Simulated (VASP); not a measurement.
# Be (P6/mmm) in VASP: notebook, part 2 of 2

VASP 6.6.1. The steps go on from the part before.

### Step 3. Single point, PBE

INCAR reads:

```
ALGO = Normal
EDIFF = 1E-7
ENCUT = 520
GGA = PE
ISIF = 2
ISMEAR = -1
LASPH = True
LCHARG = True
LELF = True
LREAL = False
LVHAR = True
LWAVE = False
NBANDS = 7
NELM = 100
PREC = Accurate
SIGMA = 0.05
```

KPOINTS reads:

```
k-points
0
Gamma
  20 20 18
```

POSCAR reads:

```
Be
1.0
    2.1433499700      0.0000000000      0.0000000000
   -1.0716749850      1.8561955232      0.0000000000
    0.0000000000      0.0000000000      2.4629154351
Be
1
Direct
    0.0000000000      0.0000000000      0.0000000000
```

Potentials or basis: VASP PAW PBE potentials, release 64 (Be).

Launch:

```sh
> cat potpaw_PBE.64/Be/POTCAR > POTCAR
> mpirun -np 1 vasp_std > vasp.out
```

OUTCAR:

```text
EDIFF = 1E-7
   ENCUT = 520
   GGA = PE
   ISIF = 2
   ISMEAR = -1
   LASPH = True
   LREAL = False
   NELM = 100
   PREC = Accurate

 ion  position               nearest neighbor table
   1  0.000  0.000  0.000-

  LATTYP: Found a hexagonal cell.
 ALAT       =     2.1433499700
 C/A-ratio  =     1.1490962603

  Lattice vectors:

 A1 = (   2.1433499700,   0.0000000000,   0.0000000000)
 A2 = (  -1.0716749850,   1.8561955232,   0.0000000000)
 A3 = (   0.0000000000,   0.0000000000,   2.4629154351)

[... 409 lines left out ...]
 k-point    24 :       0.2500    0.1000    0.0000
  band No.  band energies     occupation
      1      -1.6239      2.00000
      2      12.9488      0.00000
      3      16.5960      0.00000
      4      17.4700      0.00000
      5      24.8465      0.00000
      6      31.7915      0.00000
      7      35.0478      0.00000

 [... further k-points ...]
[... 5 lines left out ...]
  --------------------------------------------------------------------------------------
  -------------------------------------------------------------------------------------
  Total        0.0105740      0.0105740      0.0019822      0.0000000      0.0000000     -0.0000000
  in kB        1.7289625      1.7289625      0.3241152      0.0000000      0.0000000     -0.0000000
  external PRESSURE =       1.2606800 kB  Pullay stress =       0.0000000 kB

 VOLUME and BASIS-vectors are now :
 -----------------------------------------------------------------------------
  energy-cutoff  :      520.00
  volume of cell :        9.80
      direct lattice vectors                 reciprocal lattice vectors
     2.143349970  0.000000000  0.000000000     0.466559365  0.269368175  0.000000000
    -1.071674985  1.856195523  0.000000000     0.000000000  0.538736349  0.000000000
     0.000000000  0.000000000  2.462915435     0.000000000  0.000000000  0.406022873

 POSITION                                       TOTAL-FORCE (eV/Angst)
 -----------------------------------------------------------------------------------
      0.00000      0.00000      0.00000        -0.000000      0.000000      0.000000
 -----------------------------------------------------------------------------------
    total drift:                               -0.000000      0.000000      0.000000

  FREE ENERGIE OF THE ION-ELECTRON SYSTEM (eV)
  ---------------------------------------------------
  free  energy   TOTEN  =        -3.2620878813 eV

  energy  without entropy=       -3.2600081598  energy(sigma->0) =       -3.26104802
```

Run time: 7.7 s. Hardware: 1 thread of Intel Xeon Platinum 8488C (Sapphire Rapids), shared host; peak memory 0.13 GiB.

Results:

* Free energy: -3.2621 eV
* Pressure: 0.1 GPa
* Band gap on the k mesh: zero (band 1 reaches 7.56 eV, above the bottom of band 2 at 0.81 eV)

Stress tensor (GPa, compression positive):
```
0.17 0.00 0.00
0.00 0.17 0.00
0.00 0.00 0.03
```

Levels at points of the mesh, in eV from the Fermi level:
```
           k point  band 1  band 2  band 3  band 4
(0.00, 0.00, 0.00)   -9.35    8.37   15.09   20.64
(0.50, 0.00, 0.00)   -2.95    2.11   14.23   15.29
(0.00, 0.00, 0.50)   -4.89   -3.76   22.12   22.12
(0.50, 0.00, 0.50)    0.17    3.93    8.11    8.56
```

### Step 4. Relaxation of shape and atoms at fixed volume, PBE

This run uses another cell than the first one, of 7.35 Å³/atom, 0.750 times its volume.

INCAR reads:

```
SYSTEM = Be
PREC = Accurate
ENCUT = 600
EDIFF = 1E-6
ISMEAR = -1
SIGMA = 0.05
LREAL = .False.
LASPH = .True.
NELM = 100
ALGO = Normal
ISIF = 4
LWAVE = .False.
LCHARG = .False.
GGA = PE
IBRION = 2
NSW = 50
EDIFFG = -0.005
```

KPOINTS reads:

```
Automatic mesh
0
Gamma
  20 20 18
  0 0 0
```

POSCAR reads:

```
Be
1.0
    1.9473626841      0.0000000000      0.0000000000
   -0.9736813420      1.6864655548      0.0000000000
    0.0000000000      0.0000000000      2.2377071778
Be
1
Direct
    0.0000000000      0.0000000000      0.0000000000
```

Launch:

```sh
> cat potpaw_PBE.64/Be/POTCAR > POTCAR
> mpirun -np 1 vasp_std > vasp.out
```

Run time: 23 s. Hardware: 1 thread of Intel Xeon 8259CL, shared host; peak memory 0.13 GiB.

It converged, with:

```yaml
Free_energy: -3.0579 eV
Energy_gained_by_relaxing: 55.6 meV/atom
Ionic_steps: 4
Pressure_after_relaxing: 34.2 GPa
Band_gap_on_the_k_mesh: zero (band 1 reaches 10.96 eV, above the bottom of band 2 at 4.43 eV)
```

The path:
```
step  energy change (eV)  largest force (eV/Å)  pressure (GPa)  volume (Å³)
   1              0.0000                0.0000           41.54         7.35
   2             -0.0533                0.0000           32.97         7.35
   3             -0.0555                0.0000           34.04         7.35
   4             -0.0556                0.0000           34.16         7.35
```

Final structure:
```
CELL_PARAMETERS angstrom
2.00034 0.00000 0.00000
-1.00017 1.73235 0.00000
0.00000 0.00000 2.12074
ATOMIC_POSITIONS crystal
Be 0.00000 0.00000 0.00000
```

Levels at points of the mesh, in eV from the Fermi level:
| k point | band 1 | band 2 | band 3 | band 4 | band 5 |
| --- | --- | --- | --- | --- | --- |
| (0.00, 0.00, 0.00) | -11.43 | 12.43 | 20.13 | 23.20 | 23.20 |
| (0.50, 0.00, 0.00) | -4.67 | 1.87 | 15.48 | 20.18 | 23.56 |
| (0.00, 0.00, 0.50) | -6.70 | -2.93 | 25.99 | 25.99 | 36.60 |
| (0.50, 0.00, 0.50) | 0.34 | 3.32 | 8.38 | 11.43 | 19.11 |

### Step 5. Relaxation of cell and atoms, PBE

This run uses another cell than the first one, of 8.23 Å³/atom, 0.840 times its volume.

INCAR reads:

```
SYSTEM = Be
  PREC = Accurate
  ENCUT = 600
  EDIFF = 1E-6
  ISMEAR = -1
  SIGMA = 0.05
  LREAL = .FALSE.
  LASPH = .TRUE.
  NELM = 80
  ALGO = Normal
  ISIF = 3
  LWAVE = .FALSE.
  LCHARG = .FALSE.
  GGA = PE
  IBRION = 2
  NSW = 60
  EDIFFG = -0.005
```

KPOINTS reads:

```
regular mesh
0
G
  20 20 18
  0 0 0
```

POSCAR reads:

```
Be
1.0
    2.1619738956      0.0000000000      0.0000000000
   -1.0809869478      1.8723243159      0.0000000000
    0.0000000000      0.0000000000      2.0322554619
Be
1
Direct
    0.0000000000      0.0000000000      0.0000000000
```

Launch:

```sh
> cat potpaw_PBE.64/Be/POTCAR > POTCAR
> mpirun -np 1 vasp_std > vasp.out
```

Run time: 88 s. Hardware: 1 thread of Intel Xeon 8259CL, shared host; peak memory 0.13 GiB.

Results (log left out):

- Free energy: -3.2620 eV
- Relaxed volume: 9.82 Å³/atom
- Relaxed cell: a = 2.145 Å, b = 2.145 Å, c = 2.464 Å, α = 90.00°, β = 90.00°, γ = 120.00°
- Space group after relaxing (to 0.05 Å): P6/mmm (No. 191)
- Energy gained by relaxing: 210.1 meV/atom
- Ionic steps: 11
- Pressure after relaxing: -0.1 GPa
- Band gap on the k mesh: zero (band 1 reaches 7.55 eV, above the bottom of band 2 at 0.80 eV)

Step by step:
| step | energy change (eV) | largest force (eV/Å) | pressure (GPa) | volume (Å³) |
| --- | --- | --- | --- | --- |
| 1 | 0.0000 | 0.0000 | 11.10 | 8.23 |
| 2 | -0.1700 | 0.0000 | 4.77 | 8.89 |
| 3 | -0.2018 | 0.0000 | 3.41 | 9.24 |
| 4 | -0.2064 | 0.0000 | 3.20 | 9.40 |
| 5 | -0.2070 | 0.0000 | 3.16 | 9.49 |
| 6 | -0.2069 | 0.0000 | 3.15 | 9.51 |
| 7 | -0.2098 | 0.0000 | -0.71 | 9.86 |
| 8 | -0.2100 | 0.0000 | 0.06 | 9.79 |
| 9 | -0.2100 | 0.0000 | 0.00 | 9.79 |
| 10 | -0.2100 | 0.0000 | -0.02 | 9.80 |
| 11 | -0.2101 | 0.0000 | -0.05 | 9.82 |

Final structure:
```cif
data_structure
_symmetry_space_group_name_H-M 'P 1'
_symmetry_Int_Tables_number 1
_cell_length_a 2.1448
_cell_length_b 2.1448
_cell_length_c 2.4637
_cell_angle_alpha 90.000
_cell_angle_beta 90.000
_cell_angle_gamma 120.000
_cell_volume 9.82
loop_
_atom_site_label
_atom_site_type_symbol
_atom_site_fract_x
_atom_site_fract_y
_atom_site_fract_z
_atom_site_occupancy
Be1 Be 0.00000 0.00000 0.00000 1
```

Levels at points of the mesh, in eV from the Fermi level:
```tsv
k point	band 1	band 2	band 3	band 4
(0.00, 0.00, 0.00)	-9.34	8.37	15.08	20.60
(0.50, 0.00, 0.00)	-2.94	2.10	14.20	15.27
(0.00, 0.00, 0.50)	-4.88	-3.76	22.08	22.08
(0.50, 0.00, 0.50)	0.17	3.92	8.11	8.54
```

Caveat: the volume moved by over 15 % at a fixed basis, so the end points are rough.

### Step 6. Summary

```csv
task,cell,cutoff (eV),gap on the mesh (eV),pressure (GPa)
single point,"a = 2.143, b = 2.143, c = 2.463 Å, angles 90.0, 90.0, 120.0°, 1 atom",520,none,0.1
relaxation of shape and atoms at fixed volume,"relaxed from a = 1.947, b = 1.947, c = 2.238 Å, angles 90.0, 90.0, 120.0°, 1 atom",600,none,34.2
relaxation of cell and atoms,"relaxed from a = 2.162, b = 2.162, c = 2.032 Å, angles 90.0, 90.0, 120.0°, 1 atom",600,none,-0.1
```

Alike in all rows: level PBE; potentials or basis VASP PAW PBE potentials, release 64 (Be); no spin polarisation; k mesh 20 × 20 × 18; smearing fermi-dirac 0.05 eV.

Caveats: the volume moved by over 15 % at a fixed basis, so the end points are rough (some runs).

Total energies depend on the potentials used, so only differences within one code and one set of settings carry meaning.
